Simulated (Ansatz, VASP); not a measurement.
## Two plane-wave programs on HfB2

INCAR

```
PREC = Accurate ; ENCUT = 520
EDIFF = 1E-6 ; ISMEAR = 1
SIGMA = 0.1 ; LREAL = False
LASPH = True ; NELM = 60
ALGO = Normal ; ISIF = 2
LWAVE = False ; LCHARG = True
GGA = PE ; LELF = True
LVHAR = True ; NBANDS = 15
```

File KPOINTS:

```
regular mesh
0
Gamma
  13 13 10
```

POSCAR

```
HfB2
1.0
    3.1400000000     -0.0471000000      0.0000000000
   -1.6107898000      2.7428700000      0.0000000000
    0.0000000000      0.0000000000      3.4800000000
Hf B
1 2
Direct
    0.0000000000      0.0000000000      0.0000000000
    0.3333333333      0.6666666667      0.5000000000
    0.6666666667      0.3333333333      0.5000000000
```

Input for Ansatz:

```yaml
crystal:
  lattice:
    - [3.14, -0.0471, 0.0]
    - [-1.6107898, 2.7428700000000004, 0.0]
    - [0.0, 0.0, 3.48]
  atoms:
    - { symbol: Hf, position: [0.0, 0.0, 0.0] }
    - { symbol: B, position: [0.3333333333333333, 0.6666666666666666, 0.5] }
    - { symbol: B, position: [0.6666666666666666, 0.3333333333333333, 0.5] }
basis:
  ecutwfc: 420.0
kpoints:
  mp_grid:
    grid: [13, 13, 10]
hamiltonian:
  xc: pbe
  pseudopotentials:
    kind: paw
scf:
  occupations:
    method: cold
output:
  stress: true
```

Alike in both runs: task single point; functional PBE; k mesh 13 × 13 × 10; no spin polarisation.

```csv
,VASP,Ansatz
version,VASP 6.6.1,Ansatz 0.2.0
potentials or method,"VASP PAW PBE potentials, release 64 (Hf_pv, B), cutoff 520 eV","plane waves, PAW"
occupations,"methfessel-paxton of order 1, width 0.1 eV",cold
valence electrons in the cell,16,32
```

|  | VASP | Ansatz | Ansatz less VASP |
| --- | --- | --- | --- |
| pressure (GPa) | 1.2 | 1.6 | +0.37 |
| traceless stress, the component that is largest in VASP (GPa) | 8.09 | 8.08 | -0.009 |

VASP's potentials hold 16 valence electrons a cell and Ansatz's 32, so a difference there can come from the potentials and not from the codes.

Neither program's run includes spin-orbit coupling.
